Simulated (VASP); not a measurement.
Set up this calculation in VASP 6.6.1, as the native input.

- Task: single point
- Functional: PBE
- Potentials or basis: VASP PAW PBE potentials, release 64 (Al, Cu)
- Cutoff: 520 eV
- k mesh: 18 × 18 × 18
- Occupations: gaussian, width 0.1 eV
- Spin: no spin polarisation
- Dipole correction: no
- Further INCAR settings: ALGO = Fast; EDIFF = 1e-06; NBANDS = 16

The structure of Al2Cu lies in POSCAR:

```
Al2Cu
1.0
    0.0000000000      1.9690179444      5.6806297387
    1.9686529008      0.0000000000      5.6806297387
    1.9686529008      1.9690179444      0.0000000000
Al Cu
2 1
Direct
    0.8454773842      0.8454773842      0.1545226158
    0.1545226158      0.1545226158      0.8454773842
    0.5000000000      0.5000000000      0.5000000000
```

These files were run (other wordings do the same):

INCAR

```
SYSTEM = Al2Cu
PREC = Accurate
ENCUT = 520
EDIFF = 1E-6
ISMEAR = 0
SIGMA = 0.1
LREAL = .False.
LASPH = .True.
NELM = 80
ALGO = Fast
ISIF = 2
LWAVE = .False.
LCHARG = .False.
GGA = PE
NBANDS = 16
```

KPOINTS

```
regular mesh
0
Gamma
  18 18 18
  0 0 0
```

Potentials or basis: VASP PAW PBE potentials, release 64 (Al, Cu).

The run is started by

```console
$ cat potpaw_PBE.64/Al/POTCAR potpaw_PBE.64/Cu/POTCAR > POTCAR
$ mpirun -np 1 vasp_std > vasp.out
```

Results of the run:

| Item | Value |
| --- | --- |
| Pressure | 0.1 GPa |
| Largest force | 0.023 eV/Å |

Run time: 21 min on 1 thread of Intel Xeon 6975P-C, on a shared host, peak memory 0.72 GiB.
